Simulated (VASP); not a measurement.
Here is a VASP 6.6.1 calculation.

INCAR

```
SYSTEM = W
PREC = Accurate ; ENCUT = 520
EDIFF = 1E-7 ; ISMEAR = 0
SIGMA = 0.15 ; LREAL = .False.
LASPH = .True. ; NELM = 60
ALGO = Fast ; ISIF = 2
LWAVE = .False. ; LCHARG = .False.
GGA = PE ; NBANDS = 13
```

The input KPOINTS:

```
Automatic mesh
0
Gamma
  20 20 20
  0 0 0
```

File POSCAR:

```
W
1.0
   -1.6873605600      1.5759310891      1.5759310891
    1.5759310891     -1.6873605600      1.5759310891
    1.5759310891      1.5759310891     -1.6873605600
W
1
Direct
    0.0000000000      0.0000000000      0.0000000000
```

Potentials or basis: VASP PAW PBE potentials, release 64 (W_sv).

The run is started by

```console
$ cat potpaw_PBE.64/W_sv/POTCAR > POTCAR
$ mpirun -np 1 vasp_std > vasp.out
```

**Question.** Predict the pressure.

**Answer.** 15.2 GPa.

**Question.** What does it give for the band gap on the k mesh?

**Answer.** Zero (bands 7 and 8 overlap by 5.56 eV).

Stress tensor (GPa, compression positive):
```
15.24 15.45 15.45
15.45 15.24 15.45
15.45 15.45 15.24
```

Caveat: the cell stands under pressure; spin-orbit coupling is left out, which moves the levels of the heavy elements.
